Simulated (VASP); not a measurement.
Here is a VASP 6.6.1 calculation.

File INCAR:

```
  PREC = Accurate
  ENCUT = 520
  EDIFF = 1E-6
  ISMEAR = 0
  SIGMA = 0.02
  LREAL = False
  LASPH = True
  NELM = 150
  ALGO = Normal
  ISIF = 2
  LWAVE = False
  LCHARG = False
  ISPIN = 2
  MAGMOM = 0 0 0 0 0 0 0 0 0 0 0 0 0.38
  LORBIT = 11
  GGA = PE
  NBANDS = 70
```

File KPOINTS:

```
Automatic mesh
0
Gamma
  3 3 3
```

POSCAR

```
Ga6HN6
1.0
    0.0000000000      0.0000000000     -5.2431684262
    4.8275562260      2.7871908866      0.0000000000
    0.0000000001     -5.5743817732      0.0000000000
Ga N H
6 6 1
Direct
    0.4985964187      0.6707683657      0.6707697155
    0.4985964187      0.3292307589      0.0000008917
    0.4985964187      0.9999995389      0.3292321330
    0.0010152258      0.3337183296      0.3337200003
    0.0010152258     -0.0000006214      0.6662820056
    0.0010152258      0.6662803807      0.0000010055
    0.1211999975      0.6657225415      0.6657241918
    0.1211999975      0.3342761688      0.0000009851
    0.1211999975      0.9999993317      0.3342777908
    0.6276735234      0.3433743539      0.3433758124
    0.6276735234     -0.0000004143      0.6566261505
    0.6276737142      0.6566245636      0.0000008969
    0.4402278951     -0.0000004143      0.0000012280
```

Potentials or basis: VASP PAW PBE potentials, release 64 (Ga_d, N, H).

Command:

```sh
$ cat potpaw_PBE.64/Ga_d/POTCAR potpaw_PBE.64/N/POTCAR potpaw_PBE.64/H/POTCAR > POTCAR
$ mpirun -np 1 vasp_std > vasp.out
```

(1) What does it give for the largest force?

(2) What does it give for the site moments?

(3) What does it give for the net moment?

Results:

(1) 0.494 eV/Å.

(2) Ga +0.01; N +0.02, +0.08; H +0.19 μB.

(3) 0.78 μB per cell.

Caveat: the k points lie up to 0.43 Å⁻¹ apart.
